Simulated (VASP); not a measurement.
# MgBe2SeO2: relaxation of cell and atoms with PBE

Crystal: MgBe2SeO2.

```xyz
6
Lattice="4.5115 0.0000 0.0000 -2.2558 3.9071 0.0000 0.0000 0.0000 4.3562" Properties=species:S:1:pos:R:3 pbc="T T T"
Mg    0.0000    0.0000    0.0000
Be    0.0000    2.6047    2.1781
Be    2.2558    1.3024    2.1781
Se    0.0000    0.0000    2.1781
O     0.0000    2.6047    0.0000
O     2.2558    1.3024    0.0000
```

```yaml
Program: VASP 6.6.1
Task: relaxation of cell and atoms
Functional: PBE
Potentials_or_basis: VASP PAW PBE potentials, release 64 (Mg, Be, Se, O)
Cutoff: 600 eV
k_mesh: 6 × 6 × 4
Occupations: gaussian, width 0.1 eV
Spin: no spin polarisation
Dipole_correction: no
Further_INCAR_settings: ALGO = Normal; EDIFF = 1e-06; IBRION = 2; EDIFFG = -0.04; NSW = 90; ISIF = 3
```

| Item | Value |
| --- | --- |
| Relaxed volume | 11.51 Å³/atom |
| Relaxed cell | a = 4.151 Å, b = 4.151 Å, c = 4.627 Å, α = 90.00°, β = 90.00°, γ = 120.00° |
| Space group after relaxing (to 0.05 Å) | P6/mmm (No. 191) |
| Energy gained by relaxing | 55.6 meV/atom |
| Ionic steps | 7 |
| Pressure after relaxing | 0.3 GPa |
| Band gap on the k mesh | zero (band 12 reaches 5.39 eV, above the bottom of band 13 at 4.25 eV) |

Stress tensor (GPa, compression positive):
```
0.27 0.00 0.00
0.00 0.27 0.00
0.00 0.00 0.37
```

The path:
| step | energy change (eV) | largest force (eV/Å) | pressure (GPa) | volume (Å³) |
| --- | --- | --- | --- | --- |
| 1 | 0.0000 | 0.0000 | -4.63 | 76.79 |
| 2 | -0.1422 | 0.0000 | -1.33 | 72.73 |
| 3 | -0.1977 | 0.0000 | 1.91 | 69.50 |
| 4 | -0.2025 | 0.0000 | 3.57 | 68.16 |
| 5 | -0.2850 | 0.0000 | 3.31 | 67.49 |
| 6 | -0.3054 | 0.0000 | 3.76 | 66.78 |
| 7 | -0.3336 | 0.0000 | 0.30 | 69.06 |

Final structure:
```cif
data_structure
_symmetry_space_group_name_H-M 'P 1'
_symmetry_Int_Tables_number 1
_cell_length_a 4.1514
_cell_length_b 4.1514
_cell_length_c 4.6273
_cell_angle_alpha 90.000
_cell_angle_beta 90.000
_cell_angle_gamma 120.000
_cell_volume 69.06
loop_
_atom_site_label
_atom_site_type_symbol
_atom_site_fract_x
_atom_site_fract_y
_atom_site_fract_z
_atom_site_occupancy
Mg1 Mg 0.00000 0.00000 0.00000 1
Be1 Be 0.33333 0.66667 0.50000 1
Be2 Be 0.66667 0.33333 0.50000 1
Se1 Se 0.00000 0.00000 0.50000 1
O1 O 0.33333 0.66667 0.00000 1
O2 O 0.66667 0.33333 0.00000 1
```

Levels at points of the mesh, in eV from the Fermi level:
| k point | band 9 | band 10 | band 11 | band 12 | band 13 | band 14 | band 15 | band 16 |
| --- | --- | --- | --- | --- | --- | --- | --- | --- |
| (0.00, 0.00, 0.00) | -1.83 | -1.79 | -1.29 | -0.58 | -0.58 | 0.01 | 0.01 | 4.29 |
| (0.50, 0.00, 0.00) | -3.13 | -2.33 | -0.98 | -0.76 | -0.01 | 5.29 | 5.47 | 6.02 |
| (0.00, 0.00, 0.50) | -3.22 | -1.84 | -1.04 | -1.04 | -0.71 | -0.71 | 0.75 | 4.08 |
| (0.50, 0.00, 0.50) | -1.86 | -1.76 | -1.03 | 0.03 | 0.86 | 2.29 | 5.23 | 5.44 |

It took 7 min on 1 thread of Intel Xeon 6975P-C (shared host), peak memory 0.22 GiB.

Caveat: the k points lie up to 0.34 Å⁻¹ apart in the final cell.
